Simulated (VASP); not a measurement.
Co, 1 atom in the cell. Symmetry: Fm-3m, No. 225, cubic system. The conventional cell has a = 3.538 Å, b = 3.538 Å, c = 3.538 Å, α = 90.00°, β = 90.00°, γ = 90.00°. Within 3.3 Å of Co (site symmetry m-3m) lie 12 Co at 2.50 Å. 

| Quantity | Value |
| --- | --- |
| Program | VASP 6.6.1 |
| Task | relaxation of cell and atoms |
| Functional | BLYP |
| Potentials or basis | VASP PAW PBE potentials, release 64 (Co) |
| Cutoff | 600 eV |
| k mesh | 15 × 15 × 15 |
| Occupations | fermi-dirac, width 0.05 eV |
| Spin | collinear spin, ferromagnetic start |
| Starting moments | [1.7] μB |
| Dipole correction | no |
| Further INCAR settings | ALGO = Normal; EDIFF = 1e-06; IBRION = 2; EDIFFG = -0.01; NSW = 80; ISIF = 3 |

Potentials or basis: VASP PAW PBE potentials, release 64 (Co).

The run is started by

```sh
$ cat potpaw_PBE.64/Co/POTCAR > POTCAR
$ mpirun -np 1 vasp_std > vasp.out
```

Hardware: 1 thread of Intel Xeon 8259CL, on a shared host.

**Question.** Estimate the wall time of this run.

**Answer.** Run time: 110 s on 1 thread of Intel Xeon 8259CL, with other jobs on the host, peak memory 0.16 GiB. Counts: scf iterations 31, k points 120, ion steps 3.
